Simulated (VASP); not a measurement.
A run of VASP 6.6.1 is set up as follows.

INCAR

```
SYSTEM = CO2
PREC = Accurate
ENCUT = 520
EDIFF = 1E-7
ISMEAR = -1
SIGMA = 0.05
LREAL = .FALSE.
LASPH = .TRUE.
NELM = 100
ALGO = Normal
ISIF = 2
LWAVE = .FALSE.
LCHARG = .TRUE.
LELF = .TRUE.
LVHAR = .TRUE.
NBANDS = 25
```

File KPOINTS:

```
Automatic mesh
0
G
  7 7 7
  0 0 0
```

Contents of POSCAR:

```
CO2
1.0
   -1.9344151377      1.9344151377      2.9525293477
    1.9344151377     -1.9344151377      2.9525293477
    1.9344151377      1.9344151377     -2.9525293477
C O
2 4
Direct
    0.7500000000      0.2500000000      0.5000000000
    0.0000000000      0.0000000000      0.0000000000
    0.7097980000      0.1250000000      0.0847980000
    0.0402020000      0.6250000000      0.9152020000
    0.3750000000      0.2902020000      0.4152020000
    0.8750000000      0.9597980000      0.5847980000
```

Potentials or basis: VASP PAW LDA potentials, release 64 (C, O).

Launch:

```sh
$ cat potpaw_LDA.64/C/POTCAR potpaw_LDA.64/O/POTCAR > POTCAR
$ mpirun -np 1 vasp_std > vasp.out
```

(1) What does it give for the pressure?

(2) Predict the band gap on the k mesh.

(3) Predict the largest force.

Results:

(1) 5.4 GPa.

(2) 7.64 eV, indirect (least direct gap 8.15 eV).

(3) 0.499 eV/Å.
